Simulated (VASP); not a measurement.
**Sn3PbSe4: single point with PBE**

Crystal: Sn3PbSe4.

```xyz
8
Lattice="4.3050 0.0004 -0.0010 0.0005 4.3286 -0.0256 -0.0041 -0.0743 12.3006" Properties=species:S:1:pos:R:3 pbc="T T T"
Sn   -0.0024    0.0097    9.1101
Sn    0.0040    0.0717    3.0124
Sn    2.1504    2.1855    6.0978
Pb    2.1552    2.1903   -0.0662
Se    0.0017   -0.0032    0.1204
Se    2.1500    2.0740    3.1452
Se   -0.0017   -0.1051    6.2302
Se    2.1414    2.0120    9.1987
```

```
Program             : VASP 6.6.1
Task                : single point
Functional          : PBE
Potentials or basis : VASP PAW PBE potentials, release 64 (Sn_d, Pb_d, Se)
Cutoff              : 520 eV
k mesh              : 6 × 6 × 2
Occupations         : gaussian, width 0.2 eV
Spin                : no spin polarisation
```

The pressure is 0.0 GPa. The largest force is 0.013 eV/Å and the band gap on the k mesh is 0.22 eV.

Forces on the atoms (eV/Å):
```
Sn   0.000 -0.004  0.012
Sn  -0.001 -0.007 -0.007
Sn   0.002 -0.005 -0.008
Pb  -0.001  0.006  0.004
Se  -0.001 -0.005  0.001
Se   0.000  0.008  0.007
Se  -0.004  0.003 -0.001
Se   0.005  0.005 -0.007
```

Levels at points of the mesh, in eV from the valence-band top:
| k point | band 36 | band 37 | band 38 | band 39 | band 40 | band 41 | band 42 | band 43 | band 44 | band 45 |
| --- | --- | --- | --- | --- | --- | --- | --- | --- | --- | --- |
| (0.00, 0.00, 0.00) | -2.17 | -2.16 | -2.13 | -1.87 | -1.63 | 1.83 | 2.21 | 3.01 | 3.52 | 3.77 |
| (0.50, 0.00, 0.00) | -1.82 | -0.92 | -0.65 | -0.21 | -0.01 | 0.28 | 0.33 | 1.06 | 1.08 | 1.34 |
| (0.00, 0.50, 0.00) | -1.77 | -0.91 | -0.59 | -0.31 | 0.00 | 0.22 | 0.56 | 1.05 | 1.10 | 1.32 |
| (0.50, 0.50, 0.00) | -3.52 | -3.46 | -3.42 | -1.02 | -1.01 | 1.51 | 1.52 | 2.98 | 2.99 | 4.48 |
| (0.00, 0.00, 0.50) | -2.41 | -2.38 | -2.37 | -1.37 | -1.25 | 2.15 | 2.24 | 3.11 | 3.30 | 3.77 |
| (0.50, 0.00, 0.50) | -1.83 | -0.82 | -0.43 | -0.40 | -0.35 | 0.60 | 0.61 | 0.62 | 0.69 | 1.48 |
| (0.00, 0.50, 0.50) | -1.78 | -0.81 | -0.41 | -0.35 | -0.30 | 0.59 | 0.61 | 0.66 | 0.69 | 1.49 |
| (0.50, 0.50, 0.50) | -3.81 | -2.61 | -2.44 | -2.34 | -2.27 | 3.14 | 3.17 | 3.21 | 3.26 | 3.63 |

Run time: 5.8 min on 1 thread of Intel(R) Xeon(R) Platinum 8259CL CPU @ 2.50GHz (Skylake/Cascade Lake), on a shared host, peak memory 0.56 GiB.

Caveat: spin-orbit coupling is left out, which moves the levels of the heavy elements. A k mesh can miss the band edges.
